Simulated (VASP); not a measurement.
Input of a VASP 6.6.1 run:

The input INCAR:

```
  PREC = Accurate
  ENCUT = 520
  EDIFF = 1E-6
  ISMEAR = -1
  SIGMA = 0.05
  LREAL = False
  LASPH = True
  NELM = 60
  ALGO = Normal
  ISIF = 2
  LWAVE = False
  LCHARG = False
  GGA = PE
  NBANDS = 36
```

The input KPOINTS:

```
Automatic mesh
0
Gamma
  6 6 6
```

File POSCAR:

```
GaGe3
1.0
    4.2784660000      0.0000000000      0.0000000000
    0.0000000000      4.2784660000      0.0000000000
    0.0000000000      0.0000000000      4.2784660000
Ge Ga
3 1
Direct
    0.5000000000      0.5000000000      0.0000000000
    0.5000000000      0.0000000000      0.5000000000
    0.0000000000      0.5000000000      0.5000000000
    0.0000000000      0.0000000000      0.0000000000
```

Potentials or basis: VASP PAW PBE potentials, release 64 (Ge_d, Ga_d).

Launch:

```console
$ cat potpaw_PBE.64/Ge_d/POTCAR potpaw_PBE.64/Ga_d/POTCAR > POTCAR
$ mpirun -np 1 vasp_std > vasp.out
```

(1) Predict the pressure.

Answers

(1) 0.0 GPa.
